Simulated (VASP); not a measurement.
# Hf (P6_3/mmc) in VASP: notebook

Runs on Hf. Level: PBE. Tasks: single point.

All numbers are computed with VASP 6.6.1; they aren't measurements. Logs are shortened: lines on timing, memory, paths and dates and some standing lists are left out, and cuts for length are marked.

## Step 1: The cell of the first run

The structure is hexagonal, space group P6_3/mmc (No. 194). The conventional cell has a = 3.095 Å, b = 3.095 Å, c = 5.202 Å, α = 90.00°, β = 90.00°, γ = 120.00°. Hf (site symmetry -6m2) has 12 Hf at 3.10 to 3.16 Å within 4.1 Å.

## Step 2: Single point, PBE

Input file INCAR:

```
SYSTEM = Hf
  PREC = Accurate
  ENCUT = 520
  EDIFF = 1E-7
  ISMEAR = 0
  SIGMA = 0.1
  LREAL = .False.
  LASPH = .True.
  NELM = 80
  ALGO = Fast
  ISIF = 2
  LWAVE = .False.
  LCHARG = .False.
  GGA = PE
  NBANDS = 17
```

Input file KPOINTS:

```
Automatic mesh
0
Gamma
  12 12 7
  0 0 0
```

Input file POSCAR:

```
Hf
1.0
    3.0950015819      0.0000000000      0.0000000000
   -1.5475007910      2.6803499947      0.0000000000
    0.0000000000      0.0000000000      5.2020928068
Hf
2
Direct
    0.6666666667      0.3333333333      0.2500000000
    0.3333333333      0.6666666667      0.7500000000
```

Potentials or basis: VASP PAW PBE potentials, release 64 (Hf_pv).

On the command line:

```console
> cat potpaw_PBE.64/Hf_pv/POTCAR > POTCAR
> mpirun -np 1 vasp_std > vasp.out
```

OUTCAR:

```text
SYSTEM = Hf
   PREC = Accurate
   ENCUT = 520
   EDIFF = 1E-7
   ISMEAR = 0
   LREAL = .False.
   LASPH = .True.
   NELM = 80
   ISIF = 2
   GGA = PE

 ion  position               nearest neighbor table
   1  0.667  0.333  0.250-   2 3.16   2 3.16   2 3.16   2 3.16   2 3.16   2 3.16
   2  0.333  0.667  0.750-   1 3.16   1 3.16   1 3.16   1 3.16   1 3.16   1 3.16

  LATTYP: Found a hexagonal cell.
 ALAT       =     3.0950015819
 C/A-ratio  =     1.6808045712

  Lattice vectors:

 A1 = (   3.0950015819,   0.0000000000,   0.0000000000)
 A2 = (  -1.5475007910,   2.6803499947,   0.0000000000)
 A3 = (   0.0000000000,   0.0000000000,   5.2020928068)

Analysis of symmetry for initial positions (statically):
=====================================================================
 Subroutine PRICEL returns:
 Original cell was already a primitive cell.

 Routine SETGRP: Setting up the symmetry group for a
 hexagonal supercell.

 Subroutine GETGRP returns: Found 24 space group operations
 (whereof 12 operations were pure point group operations)
 out of a pool of 24 trial point group operations.

The static configuration has the point symmetry D_3d.
 The point group associated with its full space group is D_6h.

Analysis of symmetry for dynamics (positions and initial velocities):
=====================================================================
 Subroutine PRICEL returns:
 Original cell was already a primitive cell.

 Routine SETGRP: Setting up the symmetry group for a
 hexagonal supercell.

 Subroutine GETGRP returns: Found 24 space group operations
 (whereof 12 operations were pure point group operations)
 out of a pool of 24 trial point group operations.

The dynamic configuration has the point symmetry D_3d.
 The point group associated with its full space group is D_6h.

 Subroutine INISYM returns: Found 24 space group operations
 (whereof 12 operations are pure point group operations),
 and found     1 'primitive' translations

----------------------------------------------------------------------------------------

                                     Primitive cell

  volume of cell :      43.1549

  direct lattice vectors                    reciprocal lattice vectors
     3.095001582  0.000000000  0.000000000     0.323101612  0.186542803  0.000000000
    -1.547500791  2.680349995  0.000000000     0.000000000  0.373085605  0.000000000
     0.000000000  0.000000000  5.202092807     0.000000000  0.000000000  0.192230327

  length of vectors
     3.095001582  3.095001582  5.202092807     0.373085605  0.373085605  0.192230327

  position of ions in fractional coordinates (direct lattice)
     0.666666667  0.333333333  0.250000000
     0.333333333  0.666666667  0.750000000

  ion indices of the primitive-cell ions
   primitive index   ion index
                 1           1
                 2           2

----------------------------------------------------------------------------------------

 KPOINTS: Automatic mesh

Automatic generation of k-mesh.
 Grid dimensions read from file:
 generate k-points for:   12   12    7

 Generating k-lattice:

  Cartesian coordinates                     Fractional coordinates (reciprocal lattice)
     0.026925134  0.015545234  0.000000000     0.083333333  0.000000000  0.000000000
     0.000000000  0.031090467  0.000000000     0.000000000  0.083333333  0.000000000
     0.000000000  0.000000000  0.027461475     0.000000000  0.000000000  0.142857143

  Length of vectors
     0.031090467  0.031090467  0.027461475

  Shift w.r.t. Gamma in fractional coordinates (k-lattice)
     0.000000000  0.000000000  0.000000000

 Subroutine IBZKPT returns following result:
 ===========================================

 Found     76 irreducible k-points:

 Following reciprocal coordinates:
            Coordinates               Weight
  0.000000  0.000000  0.000000      1.000000
  0.083333  0.000000  0.000000      6.000000
  0.166667  0.000000  0.000000      6.000000
  0.250000  0.000000  0.000000      6.000000
  0.333333  0.000000  0.000000      6.000000
  0.416667  0.000000  0.000000      6.000000
[... 16 lines left out ...]
  0.250000  0.000000  0.142857     12.000000
  0.333333  0.000000  0.142857     12.000000
 [... further k-points ...]
   k-points           NKPTS =     76   k-points in BZ     NKDIM =     76   number of bands    NBANDS=     17
   number of dos      NEDOS =    301   number of ions     NIONS =      2
   total plane-waves  NPLWV =  23040
   dimension x,y,z NGX =    24 NGY =   24 NGZ =   40
   dimension x,y,z NGXF=    48 NGYF=   48 NGZF=   80
   ions per type =               2
   NGX,Y,Z   is equivalent  to a cutoff of  12.89, 12.89, 12.78 a.u.
   NGXF,Y,Z  is equivalent  to a cutoff of  25.78, 25.78, 25.57 a.u.
 SYSTEM =  Hf
   PREC   = accura    normal or accurate (medium, high low for compatibility)
   ISTART =      0    job   : 0-new  1-cont  2-samecut
   ICHARG =      2    charge: 1-file 2-atom 10-const
   ISPIN  =      1    spin polarized calculation?
   LNONCOLLINEAR =      F non collinear calculations
   LSORBIT =      F    spin-orbit coupling
   LASPH  =      T    aspherical Exc in radial PAW
   ENCUT  =  520.0 eV  38.22 Ry    6.18 a.u.   5.75  5.75  9.67*2*pi/ulx,y,z
   NELM   =     80;   NELMIN=  2; NELMDL= -5     # of ELM steps
   EDIFF  = 0.1E-06   stopping-criterion for ELM
   LREAL  =      F    real-space projection
   EDIFFG = 0.1E-05   stopping-criterion for IOM
   NSW    =      0    number of steps for IOM
   IBRION =     -1    ionic relax: 0-MD 1-quasi-New 2-CG
   NFREE  =      0    steps in history (QN), initial steepest desc. (CG)
   ISIF   =      2    stress and relaxation
   ISYM   =      2    0-nonsym 1-usesym 2-fastsym
   POTIM  = 0.5000    time-step for ionic-motion
   TEBEG  =    0.0;   TEEND  =   0.0 temperature during run
   PSTRESS=    0.0 pullay stress
   NELECT =      20.0000    total number of electrons
   NUPDOWN=      -1.0000    fix difference up-down
   EMIN   =  10.00;   EMAX   =-10.00  energy-range for DOS
   EFERMI =   0.00;   METHOD = LEGACY
   ISMEAR =     0;   SIGMA  =   0.10  broadening in eV -4-tet -1-fermi 0-gaus
   EFERMI_NEDOS =   21; number of points for ismear=-14 and -15
   IALGO  =     68    algorithm
   IMIX   =      4    mixing-type and parameters
     AMIX     =   0.40;   BMIX     =  1.00
     AMIX_MAG =   1.60;   BMIX_MAG =  1.00
  volume/ion in A,a.u.               =      21.58       145.61
  Fermi-wavevector in a.u.,A,eV,Ry     =   1.266897  2.394088 21.837735  1.605028
  Thomas-Fermi vector in A             =   2.400074
   LORBIT       =      0    0 simple, 1 ext, 2 COOP (PROOUT), +10 PAW based schemes
   GGA     = PE    functional components
   LHFCALC =     F    Hartree Fock is set to
   AEXX    =    0.0000 exact exchange contribution
   IVDW    =     0    specifies the selected vdW correction
   LEPSILON=     F    determine dielectric tensor
   LRPA    =     F    only Hartree local field effects (RPA)
 non-spin polarized calculation
 RMM-DIIS sequential band-by-band and
 Gauss-broadening in eV      SIGMA  =   0.10
  energy-cutoff  :      520.00
  volume of cell :       43.15
 maximum number of plane-waves:      1178
 NGX is ok and might be reduce to    24
   NGX = 11   NGY = 11   NGZ = 19

 number of electron      19.9999998 magnetization

 Free energy of the ion-electron system (eV)
  ---------------------------------------------------
  ext. energy  EPLUGINS =         0.00000000
  ---------------------------------------------------
  free energy    TOTEN  =       -19.78601785 eV

  energy without entropy =      -19.77809630  energy(sigma->0) =      -19.78205708

 E-fermi :   5.1496     XC(G=0): -11.4476

 val. band max:        5.1264641131   @ k =   0.3333   0.2500   0.4286
 cond. band min:       5.1505029534   @ k =   0.3333   0.3333   0.2857
 fundamental gap:      0.0240388403
 Fermi energy:         5.1496001308

 k-point     1 :       0.0000    0.0000    0.0000
  band No.  band energies     occupation
      1     -25.7953      2.00000
      2     -24.9616      2.00000
      3     -24.9616      2.00000
      4     -24.9410      2.00000
      5     -24.8587      2.00000
      6     -24.8587      2.00000
[... 9 lines left out ...]
     16       8.3950      0.00000
     17      10.8134      0.00000

 k-point     2 :       0.0833    0.0000    0.0000
  band No.  band energies     occupation
      1     -25.7753      2.00000
      2     -25.0148      2.00000
      3     -24.9774      2.00000
      4     -24.9468      2.00000
      5     -24.9138      2.00000
      6     -24.8674      2.00000
[... 9 lines left out ...]
     16       8.1761      0.00000
     17      10.9597      0.00000

 k-point     3 :       0.1667    0.0000    0.0000
  band No.  band energies     occupation
      1     -25.7182      2.00000
      2     -25.1595      2.00000
      3     -25.0601      2.00000
      4     -25.0192      2.00000
      5     -24.9649      2.00000
      6     -24.8919      2.00000
[... 9 lines left out ...]
     16       8.0272      0.00000
     17      11.2350      0.00000

 k-point     4 :       0.2500    0.0000    0.0000
  band No.  band energies     occupation
      1     -25.6326      2.00000
      2     -25.3554      2.00000
      3     -25.2507      2.00000
      4     -25.0741      2.00000
      5     -24.9969      2.00000
      6     -24.9268      2.00000
[... 9 lines left out ...]
     16       9.0051      0.00000
     17      11.4536      0.00000
[... 343 lines left out ...]
      1     -25.6876      2.00000
      2     -25.1515      2.00000
      3     -25.0940      2.00000
      4     -25.0129      2.00000
      5     -24.9732      2.00000
      6     -24.8983      2.00000
[... 9 lines left out ...]
     16       8.2286      0.00000
     17      11.1645      0.00000

 k-point    23 :       0.2500    0.0000    0.1429
  band No.  band energies     occupation
      1     -25.6200      2.00000
      2     -25.3377      2.00000
      3     -25.2714      2.00000
      4     -25.0669      2.00000
      5     -25.0080      2.00000
      6     -24.9342      2.00000
[... 9 lines left out ...]
     16       8.9671      0.00000
     17      11.3224      0.00000

 k-point    24 :       0.3333    0.0000    0.1429
  band No.  band energies     occupation
      1     -25.6084      2.00000
      2     -25.4792      2.00000
      3     -25.4204      2.00000
      4     -25.1192      2.00000
      5     -25.0480      2.00000
      6     -24.9710      2.00000
[... 9 lines left out ...]
     16      10.1037      0.00000
     17      11.4410      0.00000

 [... further k-points ...]

------------------------ aborting loop because EDIFF is reached ----------------------------------------

  FORCE on cell =-STRESS in cart. coord.  units (eV):
  Direction    XX          YY          ZZ          XY          YZ          ZX
  --------------------------------------------------------------------------------------
  -------------------------------------------------------------------------------------
  Total        1.9131007      1.9131007     -0.1357053     -0.0000000      0.0000000      0.0000000
  in kB       71.0260943     71.0260943     -5.0382168     -0.0000000      0.0000000      0.0000000
  external PRESSURE =      45.6713240 kB  Pullay stress =       0.0000000 kB

 VOLUME and BASIS-vectors are now :
 -----------------------------------------------------------------------------
  energy-cutoff  :      520.00
  volume of cell :       43.15
      direct lattice vectors                 reciprocal lattice vectors
     3.095001582  0.000000000  0.000000000     0.323101612  0.186542803  0.000000000
    -1.547500791  2.680349995  0.000000000     0.000000000  0.373085605  0.000000000
     0.000000000  0.000000000  5.202092807     0.000000000  0.000000000  0.192230327

 POSITION                                       TOTAL-FORCE (eV/Angst)
 -----------------------------------------------------------------------------------
      1.54750      0.89345      1.30052        -0.000000     -0.000000      0.000000
     -0.00000      1.78690      3.90157         0.000000      0.000000      0.000000
 -----------------------------------------------------------------------------------
    total drift:                               -0.000000      0.000000     -0.000000

  FREE ENERGIE OF THE ION-ELECTRON SYSTEM (eV)
  ---------------------------------------------------
  free  energy   TOTEN  =       -19.7860178543 eV

  energy  without entropy=      -19.7780963048  energy(sigma->0) =      -19.78205708
```

Run time: 27 s. Hardware: 1 thread of AMD EPYC 9R45 (Zen 5), shared host; peak memory 0.15 GiB.

What came out:

```
Free energy            : -19.7860 eV
Pressure               : 4.6 GPa
Band gap on the k mesh : zero (bands 10 and 11 overlap by 1.18 eV)
```

Stress tensor (GPa, compression positive):
```
 7.10  0.00  0.00
 0.00  7.10  0.00
 0.00  0.00 -0.50
```

Levels at points of the mesh, in eV from the Fermi level:
```
           k point  band 8  band 9  band 10  band 11  band 12  band 13
(0.00, 0.00, 0.00)   -3.96    0.30     0.90     1.34     1.34     2.04
(0.50, 0.00, 0.00)   -2.87   -2.41    -0.48     0.59     1.24     1.43
```

Caveat: the stress differs along the axes, from -1 to 7 GPa; spin-orbit coupling is left out, which moves the levels of the heavy elements.

## Step 3: Single point, PBE

Input file INCAR:

```
PREC = Accurate ; ENCUT = 520
EDIFF = 1E-6 ; ISMEAR = 0
SIGMA = 0.1 ; LREAL = False
LASPH = True ; NELM = 60
ALGO = Fast ; ISIF = 2
LWAVE = False ; LCHARG = False
GGA = PE ; NBANDS = 17
```

Input file KPOINTS:

```
regular mesh
0
Gamma
  12 12 7
```

POSCAR is that of step 2.

Potentials or basis: VASP PAW PBE potentials, release 64 (Hf_pv).

On the command line:

```console
> cat potpaw_PBE.64/Hf_pv/POTCAR > POTCAR
> mpirun -np 1 vasp_std > vasp.out
```

It took 25 s on 1 thread of AMD EPYC 9R45 (Zen 5), shared host; peak memory 0.15 GiB.

It converged, with:

```
Free energy            : -19.7860 eV
Pressure               : 4.6 GPa
Band gap on the k mesh : zero (bands 10 and 11 overlap by 1.18 eV)
```

Stress tensor (GPa, compression positive):
```
 7.10  0.00  0.00
 0.00  7.10  0.00
 0.00  0.00 -0.51
```

Levels at points of the mesh, in eV from the Fermi level:
```tsv
k point	band 8	band 9	band 10	band 11	band 12	band 13
(0.00, 0.00, 0.00)	-3.96	0.30	0.90	1.34	1.34	2.04
(0.50, 0.00, 0.00)	-2.87	-2.41	-0.48	0.59	1.24	1.43
```

Caveat: the stress differs along the axes, from -1 to 7 GPa; spin-orbit coupling is left out, which moves the levels of the heavy elements.

(Continued in part 2 of 2.)

The gap in the log of VASP goes by the Fermi energy; the results here count the filled bands.